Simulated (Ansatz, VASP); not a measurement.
## Two plane-wave programs on Ta3HN3

Contents of INCAR:

```
  ALGO = Normal
  DIPOL = 0.5 0.5 0.321
  EDIFF = 1E-6
  ENCUT = 520
  GGA = PE
  IDIPOL = 3
  ISIF = 2
  ISMEAR = 0
  ISPIN = 2
  LASPH = True
  LCHARG = False
  LDIPOL = True
  LMAXMIX = 4
  LORBIT = 11
  LREAL = False
  LWAVE = False
  MAGMOM = 0 0 0 0 0 0 1
  NBANDS = 38
  NELM = 150
  PREC = Accurate
  SIGMA = 0.1
```

File KPOINTS:

```
k-points
0
Gamma
  9 9 1
```

File POSCAR:

```
Ta3HN3
1.0
    3.1228193035      0.0000000000      0.0000000000
    0.0000000000      3.1228193035      0.0000000000
    0.0000000000      0.0000000000     21.5908392430
Ta N H
3 3 1
Direct
    0.0000000000      0.0000000000      0.1852637572
    0.5000000000      0.5000000000      0.2890369107
    0.0000000000      0.0000000000      0.3832407719
    0.5000000000      0.5000000000      0.1852637572
    0.0000000000      0.0000000000      0.2843927699
    0.5000000000      0.5000000000      0.3978927890
    0.7500000000      0.7500000000      0.5252616221
```

Input for Ansatz:

```yaml
crystal:
  lattice:
    - [3.1228193035, 0.0, 0.0]
    - [0.0, 3.1228193035, 0.0]
    - [0.0, 0.0, 21.590839243]
  atoms:
    - { symbol: Ta, position: [0.0, 0.0, 0.1852637572] }
    - { symbol: "N", position: [0.5, 0.5, 0.1852637572] }
    - { symbol: Ta, position: [0.5, 0.5, 0.2890369107] }
    - { symbol: "N", position: [0.0, 0.0, 0.2843927699] }
    - { symbol: Ta, position: [0.0, 0.0, 0.3832407719] }
    - { symbol: "N", position: [0.5, 0.5, 0.397892789] }
    - { symbol: H, position: [0.75, 0.75, 0.5252616221], spin: 1.0 }
basis:
  ecutwfc: 420
kpoints:
  mp_grid: { grid: [9, 9, 1] }
hamiltonian:
  xc: pbe
  pseudopotentials: { kind: paw, azcp: { folder: soft_1 } }
scf:
  occupations: { method: gaussian, width: 0.1 }
output:
  forces: true
  eigenvalues: true
  populations: true
  write_density: true
  write_potential: true
  elf: true
  volumetric_format: npy
magnetization:
  spin_polarized: true
efield:
  axis: 3
  dipole_correction: true
  ramp_width: 0.04
```

Alike in both runs: task single point; functional PBE; k mesh 9 × 9 × 1; occupations gaussian, width 0.1 eV; collinear spin.

```csv
,VASP,Ansatz
version,VASP 6.6.1,Ansatz 0.2.0
potentials or method,"VASP PAW PBE potentials, release 64 (Ta_pv, N, H), cutoff 520 eV","scalar-relativistic, plane waves, PAW"
valence electrons in the cell,49,55
```

```csv
,VASP,Ansatz,Ansatz less VASP
gap on the k mesh at the Fermi level (eV),none,none,-
rms of the force components (eV/Å),0.441,0.443,+0.0023
net moment per atom (μB),0.07,0.07,0.000
size of the moment on the site where the two differ most (μB),0.33,0.74,+0.410
```

Site moments also hang on the region over which each program counts them. A gap of «none» marks a metal or a gap that the smearing closes. VASP's potentials hold 49 valence electrons a cell and Ansatz's 55, so a difference there can come from the potentials and not from the codes. Ansatz's warnings: xc potential rough in thin density.

Spin-orbit coupling is off throughout.
